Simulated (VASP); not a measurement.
A run of VASP 6.6.1 is set up as follows.

The input INCAR:

```
SYSTEM = Sc2Ta
ALGO = Fast ; EDIFF = 1E-7
ENCUT = 520 ; GGA = PE
ISIF = 2 ; ISMEAR = 0
LASPH = .True. ; LCHARG = .False.
LREAL = .False. ; LWAVE = .False.
NBANDS = 42 ; NELM = 100
PREC = Accurate ; SIGMA = 0.1
```

The input KPOINTS:

```
k-points
0
Gamma
  4 4 4
  0 0 0
```

File POSCAR:

```
Sc2Ta
1.0
   -3.4907068889      3.4907068889      2.8185527117
    3.4907068889     -3.4907068889      2.8185527117
    3.4907068889      3.4907068889     -2.8185527117
Sc Ta
4 2
Direct
    0.1665558741      0.6665558741      0.8331117483
    0.6665558741      0.8334441259      0.5000000000
    0.3334441259      0.1665558741      0.5000000000
    0.8334441259      0.3334441259      0.1668882517
    0.7500000000      0.7500000000      0.0000000000
    0.2500000000      0.2500000000      0.0000000000
```

Potentials or basis: VASP PAW PBE potentials, release 64 (Sc_sv, Ta_pv).

Run with:

```console
$ cat potpaw_PBE.64/Sc_sv/POTCAR potpaw_PBE.64/Ta_pv/POTCAR > POTCAR
$ mpirun -np 1 vasp_std > vasp.out
```

Estimate the band gap on the k mesh.

zero (bands 33 and 34 overlap by 0.92 eV).

Predict the largest force.

0.046 eV/Å.

Forces in eV/Å, atoms in the order of the input:
```
Sc  -0.033 -0.033  0.000
Sc   0.033 -0.033  0.000
Sc  -0.033  0.033  0.000
Sc   0.033  0.033  0.000
Ta   0.000  0.000  0.000
Ta   0.000  0.000  0.000
```

Caveat: spin-orbit coupling is left out, which moves the levels of the heavy elements.
